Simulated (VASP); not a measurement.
# TiO2 (Rutile) (P4_2/mnm) in VASP: single point with r2SCAN+D3(BJ)

Aim: the single point of TiO2 (Rutile) with r2SCAN+D3(BJ).

Program: VASP 6.6.1. These are calculated values, not measurements. Logs are shortened: lines on timing, memory, paths and dates and some standing lists are left out, and cuts for length are marked.

## 1. The cell of the first run

It takes space group P4_2/mnm (No. 136, tetragonal). The conventional cell has a = 4.592 Å, b = 4.592 Å, c = 2.957 Å, α = 90.00°, β = 90.00°, γ = 90.00°. Ti (site symmetry mmm) has 6 O at 1.95 to 1.98 Å within 2.6 Å. Within 2.6 Å of O (site symmetry m2m) lie 3 Ti at 1.95 to 1.98 Å and 1 O at 2.53 Å.

## 2. Single point, r2SCAN+D3(BJ)

Input file POSCAR:

```
TiO2
1.0
    4.5922000000      0.0000000000      0.0000000000
    0.0000000000      4.5922000000      0.0000000000
    0.0000000000      0.0000000000      2.9574000000
Ti O
2 4
Direct
    0.0000000000      0.0000000000      0.0000000000
    0.5000000000      0.5000000000      0.5000000000
    0.3049600000      0.3049600000      0.0000000000
    0.1950400000      0.8049600000      0.5000000000
    0.6950400000      0.6950400000      0.0000000000
    0.8049600000      0.1950400000      0.5000000000
```

Input file INCAR.step1:

```
PREC = Accurate
ENCUT = 520
ISMEAR = 0
SIGMA = 0.01
LREAL = False
LASPH = True
NELM = 80
NBANDS = 33
GGA = PE
ALGO = Normal
EDIFF = 1E-4
LWAVE = True
LCHARG = False
```

Input file INCAR.step2:

```
PREC = Accurate
ENCUT = 520
EDIFF = 1E-7
ISMEAR = 0
SIGMA = 0.01
LREAL = False
LASPH = True
NELM = 80
ALGO = Normal
ISIF = 2
LWAVE = False
LCHARG = False
METAGGA = R2SCAN
LMIXTAU = True
IVDW = 12
VDW_S6 = 1.0
VDW_S8 = 0.78981345
VDW_A1 = 0.49484001
VDW_A2 = 5.73083694
NBANDS = 33
ISTART = 1
```

Input file KPOINTS:

```
regular mesh
0
Gamma
  4 4 5
```

Potentials or basis: VASP PAW PBE potentials, release 64 (Ti_sv, O).

Run with:

```
$ cat potpaw_PBE.64/Ti_sv/POTCAR potpaw_PBE.64/O/POTCAR > POTCAR
$ cp INCAR.step1 INCAR
$ mpirun -np 1 vasp_std > vasp.out
$ cp INCAR.step2 INCAR
$ mpirun -np 1 vasp_std > vasp.out
```

OUTCAR:

```text
PREC = Accurate
   ENCUT = 520
   EDIFF = 1E-7
   ISMEAR = 0
   LREAL = False
   LASPH = True
   NELM = 80
   ISIF = 2
   METAGGA = R2SCAN
   IVDW = 12
   ISTART = 1
 IVDW          = 12

 ion  position               nearest neighbor table
   1  0.000  0.000  0.000-   4 1.95   6 1.95   4 1.95   6 1.95   5 1.98   3 1.98
   2  0.500  0.500  0.500-   3 1.95   5 1.95   3 1.95   5 1.95   4 1.98   6 1.98
   3  0.305  0.305  0.000-   2 1.95   2 1.95   1 1.98
   4  0.195  0.805  0.500-   1 1.95   1 1.95   2 1.98
   5  0.695  0.695  0.000-   2 1.95   2 1.95   1 1.98
   6  0.805  0.195  0.500-   1 1.95   1 1.95   2 1.98

  LATTYP: Found a simple tetragonal cell.
 ALAT       =     4.5922000000
 C/A-ratio  =     0.6440050520

  Lattice vectors:

 A1 = (   4.5922000000,   0.0000000000,   0.0000000000)
 A2 = (   0.0000000000,   4.5922000000,   0.0000000000)
 A3 = (   0.0000000000,   0.0000000000,   2.9574000000)

Analysis of symmetry for initial positions (statically):
=====================================================================
 Subroutine PRICEL returns:
 Original cell was already a primitive cell.

 Routine SETGRP: Setting up the symmetry group for a
 simple tetragonal supercell.

 Subroutine GETGRP returns: Found 16 space group operations
 (whereof  8 operations were pure point group operations)
 out of a pool of 16 trial point group operations.

The static configuration has the point symmetry D_2h.
 The point group associated with its full space group is D_4h.

Analysis of symmetry for dynamics (positions and initial velocities):
=====================================================================
 Subroutine PRICEL returns:
 Original cell was already a primitive cell.

 Routine SETGRP: Setting up the symmetry group for a
 simple tetragonal supercell.

 Subroutine GETGRP returns: Found 16 space group operations
 (whereof  8 operations were pure point group operations)
 out of a pool of 16 trial point group operations.

The dynamic configuration has the point symmetry D_2h.
 The point group associated with its full space group is D_4h.

 Subroutine INISYM returns: Found 16 space group operations
 (whereof  8 operations are pure point group operations),
 and found     1 'primitive' translations

----------------------------------------------------------------------------------------

                                     Primitive cell

  volume of cell :      62.3665

  direct lattice vectors                    reciprocal lattice vectors
     4.592200000  0.000000000  0.000000000     0.217760550  0.000000000  0.000000000
     0.000000000  4.592200000  0.000000000     0.000000000  0.217760550  0.000000000
     0.000000000  0.000000000  2.957400000     0.000000000  0.000000000  0.338134848

  length of vectors
     4.592200000  4.592200000  2.957400000     0.217760550  0.217760550  0.338134848

  position of ions in fractional coordinates (direct lattice)
     0.000000000  0.000000000  0.000000000
     0.500000000  0.500000000  0.500000000
     0.304960000  0.304960000  0.000000000
     0.195040000  0.804960000  0.500000000
     0.695040000  0.695040000  0.000000000
     0.804960000  0.195040000  0.500000000

  ion indices of the primitive-cell ions
   primitive index   ion index
                 1           1
                 2           2
                 3           3
                 4           4
                 5           5
                 6           6

----------------------------------------------------------------------------------------

 KPOINTS: regular mesh

Automatic generation of k-mesh.
 Grid dimensions read from file:
 generate k-points for:    4    4    5

 Generating k-lattice:

  Cartesian coordinates                     Fractional coordinates (reciprocal lattice)
     0.054440138  0.000000000  0.000000000     0.250000000  0.000000000  0.000000000
     0.000000000  0.054440138  0.000000000     0.000000000  0.250000000  0.000000000
     0.000000000  0.000000000  0.067626970     0.000000000  0.000000000  0.200000000

  Length of vectors
     0.054440138  0.054440138  0.067626970

  Shift w.r.t. Gamma in fractional coordinates (k-lattice)
     0.000000000  0.000000000  0.000000000

 Subroutine IBZKPT returns following result:
 ===========================================

 Found     18 irreducible k-points:

 Following reciprocal coordinates:
            Coordinates               Weight
  0.000000  0.000000  0.000000      1.000000
  0.250000  0.000000  0.000000      4.000000
  0.500000  0.000000  0.000000      2.000000
  0.250000  0.250000  0.000000      4.000000
  0.500000  0.250000  0.000000      4.000000
  0.500000  0.500000  0.000000      1.000000
[... 10 lines left out ...]
  0.500000  0.250000  0.400000      8.000000
  0.500000  0.500000  0.400000      2.000000
   k-points           NKPTS =     18   k-points in BZ     NKDIM =     18   number of bands    NBANDS=     33
   number of dos      NEDOS =    301   number of ions     NIONS =      6
   total plane-waves  NPLWV =  31104
   dimension x,y,z NGX =    36 NGY =   36 NGZ =   24
   dimension x,y,z NGXF=    72 NGYF=   72 NGZF=   48
   ions per type =               2   4
   NGX,Y,Z   is equivalent  to a cutoff of  13.03, 13.03, 13.49 a.u.
   NGXF,Y,Z  is equivalent  to a cutoff of  26.07, 26.07, 26.98 a.u.
 SYSTEM =  unknown system
   PREC   = accura    normal or accurate (medium, high low for compatibility)
   ISTART =      1    job   : 0-new  1-cont  2-samecut
   ICHARG =      0    charge: 1-file 2-atom 10-const
   ISPIN  =      1    spin polarized calculation?
   LNONCOLLINEAR =      F non collinear calculations
   LSORBIT =      F    spin-orbit coupling
   LASPH  =      T    aspherical Exc in radial PAW
   ENCUT  =  520.0 eV  38.22 Ry    6.18 a.u.   8.54  8.54  5.50*2*pi/ulx,y,z
   NELM   =     80;   NELMIN=  2; NELMDL=  0     # of ELM steps
   EDIFF  = 0.1E-06   stopping-criterion for ELM
   LREAL  =      F    real-space projection
   EDIFFG = 0.1E-05   stopping-criterion for IOM
   NSW    =      0    number of steps for IOM
   IBRION =     -1    ionic relax: 0-MD 1-quasi-New 2-CG
   NFREE  =      0    steps in history (QN), initial steepest desc. (CG)
   ISIF   =      2    stress and relaxation
   ISYM   =      2    0-nonsym 1-usesym 2-fastsym
   POTIM  = 0.5000    time-step for ionic-motion
   TEBEG  =    0.0;   TEEND  =   0.0 temperature during run
   PSTRESS=    0.0 pullay stress
   NELECT =      48.0000    total number of electrons
   NUPDOWN=      -1.0000    fix difference up-down
   EMIN   =  10.00;   EMAX   =-10.00  energy-range for DOS
   EFERMI =   0.00;   METHOD = LEGACY
   ISMEAR =     0;   SIGMA  =   0.01  broadening in eV -4-tet -1-fermi 0-gaus
   EFERMI_NEDOS =   21; number of points for ismear=-14 and -15
   IALGO  =     38    algorithm
   IMIX   =      4    mixing-type and parameters
     AMIX     =   0.40;   BMIX     =  1.00
     AMIX_MAG =   1.60;   BMIX_MAG =  1.00
  volume/ion in A,a.u.               =      10.39        70.15
  Fermi-wavevector in a.u.,A,eV,Ry     =   1.500277  2.835112 30.624403  2.250830
  Thomas-Fermi vector in A             =   2.611798
   LORBIT       =      0    0 simple, 1 ext, 2 COOP (PROOUT), +10 PAW based schemes
   METAGGA = R2SCAN    functional components
   LHFCALC =     F    Hartree Fock is set to
   AEXX    =    0.0000 exact exchange contribution
   IVDW    =    12    specifies the selected vdW correction
   LEPSILON=     F    determine dielectric tensor
   LRPA    =     F    only Hartree local field effects (RPA)
 non-spin polarized calculation
 Gauss-broadening in eV      SIGMA  =   0.01
  energy-cutoff  :      520.00
  volume of cell :       62.37
 maximum number of plane-waves:      1720
 NGX is ok and might be reduce to    36
   NGX = 17   NGY = 17   NGZ = 11

 number of electron      48.0000021 magnetization

 Free energy of the ion-electron system (eV)
  ---------------------------------------------------
  ext. energy  EPLUGINS =         0.00000000
  ---------------------------------------------------
  free energy    TOTEN  =       -69.79174308 eV

  energy without entropy =      -69.79174308  energy(sigma->0) =      -69.79174308

 E-fermi :   4.6733     XC(G=0): -12.1609

 val. band max:        4.5527593166   @ k =   0.0000   0.0000   0.0000
 cond. band min:       6.7922254756   @ k =   0.0000   0.0000   0.0000
 fundamental gap:      2.2394661589
 Fermi energy:         4.6733061222

 k-point     1 :       0.0000    0.0000    0.0000
  band No.  band energies     occupation
      1     -54.5867      2.00000
      2     -54.5687      2.00000
      3     -29.8549      2.00000
      4     -29.8549      2.00000
      5     -29.6752      2.00000
      6     -29.6752      2.00000
[... 25 lines left out ...]
     32      11.5579      0.00000
     33      11.5579      0.00000

 k-point     2 :       0.2500    0.0000    0.0000
  band No.  band energies     occupation
      1     -54.5841      2.00000
      2     -54.5714      2.00000
      3     -29.8342      2.00000
      4     -29.8326      2.00000
      5     -29.6997      2.00000
      6     -29.6980      2.00000
[... 25 lines left out ...]
     32      11.3603      0.00000
     33      11.3957      0.00000

 k-point     3 :       0.5000    0.0000    0.0000
  band No.  band energies     occupation
      1     -54.5777      2.00000
      2     -54.5777      2.00000
      3     -29.7986      2.00000
      4     -29.7986      2.00000
      5     -29.7359      2.00000
      6     -29.7359      2.00000
[... 25 lines left out ...]
     32      11.0201      0.00000
     33      11.1804      0.00000

 k-point     4 :       0.2500    0.2500    0.0000
  band No.  band energies     occupation
      1     -54.5822      2.00000
      2     -54.5732      2.00000
      3     -29.8611      2.00000
      4     -29.7990      2.00000
      5     -29.7355      2.00000
      6     -29.6714      2.00000
[... 25 lines left out ...]
     32      11.1786      0.00000
     33      11.5529      0.00000

 k-point     5 :       0.5000    0.2500    0.0000
  band No.  band energies     occupation
      1     -54.5777      2.00000
      2     -54.5777      2.00000
      3     -29.8413      2.00000
      4     -29.8413      2.00000
      5     -29.6933      2.00000
      6     -29.6933      2.00000
[... 388 lines left out ...]
 k-point    16 :       0.2500    0.2500    0.4000
  band No.  band energies     occupation
      1     -54.5421      2.00000
      2     -54.5393      2.00000
      3     -30.0552      2.00000
      4     -30.0431      2.00000
      5     -29.7272      2.00000
      6     -29.6926      2.00000
[... 25 lines left out ...]
     32      10.7982      0.00000
     33      10.8887      0.00000

 k-point    17 :       0.5000    0.2500    0.4000
  band No.  band energies     occupation
      1     -54.5406      2.00000
      2     -54.5406      2.00000
      3     -30.0491      2.00000
      4     -30.0491      2.00000
      5     -29.7162      2.00000
      6     -29.7162      2.00000
[... 25 lines left out ...]
     32      10.1260      0.00000
     33      11.6301      0.00000

 k-point    18 :       0.5000    0.5000    0.4000
  band No.  band energies     occupation
      1     -54.5406      2.00000
      2     -54.5406      2.00000
      3     -30.0419      2.00000
      4     -30.0419      2.00000
      5     -29.7298      2.00000
      6     -29.7298      2.00000
[... 25 lines left out ...]
     32      10.8676      0.00000
     33      10.8770      0.00000

------------------------ aborting loop because EDIFF is reached ----------------------------------------

 Edisp (eV)   -0.70276

 E8    (eV) :    -0.2163

  FORCE on cell =-STRESS in cart. coord.  units (eV):
  Direction    XX          YY          ZZ          XY          YZ          ZX
  --------------------------------------------------------------------------------------
  -------------------------------------------------------------------------------------
  Total      -0.16132    -0.16132    -0.08615     0.00000     0.00000     0.00000
  in kB      -4.14416    -4.14416    -2.21316     0.00000     0.00000     0.00000
  external pressure =       -3.50 kB  Pullay stress =        0.00 kB

 VOLUME and BASIS-vectors are now :
 -----------------------------------------------------------------------------
  energy-cutoff  :      520.00
  volume of cell :       62.37
      direct lattice vectors                 reciprocal lattice vectors
     4.592200000  0.000000000  0.000000000     0.217760550  0.000000000  0.000000000
     0.000000000  4.592200000  0.000000000     0.000000000  0.217760550  0.000000000
     0.000000000  0.000000000  2.957400000     0.000000000  0.000000000  0.338134848

 POSITION                                       TOTAL-FORCE (eV/Angst)
 -----------------------------------------------------------------------------------
      0.00000      0.00000      0.00000        -0.000000      0.000000     -0.000000
      2.29610      2.29610      1.47870        -0.000000      0.000000     -0.000000
      1.40044      1.40044      0.00000        -0.058300     -0.058300      0.000000
      0.89566      3.69654      1.47870         0.058300     -0.058300     -0.000000
      3.19176      3.19176      0.00000         0.058300      0.058300     -0.000000
      3.69654      0.89566      1.47870        -0.058300      0.058300     -0.000000
 -----------------------------------------------------------------------------------
    total drift:                                0.000000      0.000000     -0.000000

  FREE ENERGIE OF THE ION-ELECTRON SYSTEM (eV)
  ---------------------------------------------------
  free  energy   TOTEN  =       -70.4945062612 eV

  energy  without entropy=      -70.4945062612  energy(sigma->0) =      -70.49450626
```

It took 59 s on 1 thread of Intel Xeon 6975P-C (Granite Rapids), shared host; peak memory 0.19 GiB.

Results:

* Free energy: -70.4945 eV
* Pressure: -0.4 GPa
* Largest force: 0.082 eV/Å
* Band gap on the k mesh: 2.24 eV, direct
* Dispersion energy per atom: -0.117 eV

Forces in eV/Å, atoms in the order of the input:
```
Ti   0.000  0.000  0.000
Ti   0.000  0.000  0.000
O   -0.058 -0.058  0.000
O    0.058 -0.058  0.000
O    0.058  0.058  0.000
O   -0.058  0.058  0.000
```

Caveat: the k points lie up to 0.42 Å⁻¹ apart; three body term missing; the PAW data sets were made with another functional, which shifts forces and pressure a little.
